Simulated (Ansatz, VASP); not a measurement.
# Two plane-wave programs on Hf

```
CELL_PARAMETERS angstrom
5.10913 0.00000 0.00000
-2.55457 4.42464 0.00000
0.00000 0.00000 3.17924
ATOMIC_POSITIONS crystal
Hf 0.00000 0.00000 0.00000
Hf 0.33333 0.66667 0.50000
Hf 0.66667 0.33333 0.50000
```

Alike in both runs: task single point; functional PBEsol; k mesh 8 × 8 × 12; occupations fermi-dirac, width 0.1 eV; no spin polarisation.

```csv
,VASP,Ansatz
version,VASP 6.6.1,Ansatz 0.2.0
potentials or method,"VASP PAW PBE potentials, release 64 (Hf_pv), cutoff 520 eV","plane waves (420 eV) with PAW, scalar-relativistic"
valence electrons in the cell,30,78
```

```tsv
	VASP	Ansatz	Ansatz less VASP
pressure (GPa)	-10.8	-10.5	+0.39
traceless stress, the component that is largest in VASP (GPa)	0.08	0.01	-0.070
```

VASP's potentials were made for PBE, not for PBEsol, and Ansatz warns of the same on its side. The functional is the same, so the differences come from potentials, cutoffs and numerics. VASP's potentials hold 30 valence electrons a cell and Ansatz's 78, so a difference there can come from the potentials and not from the codes.

Spin-orbit coupling is off throughout.
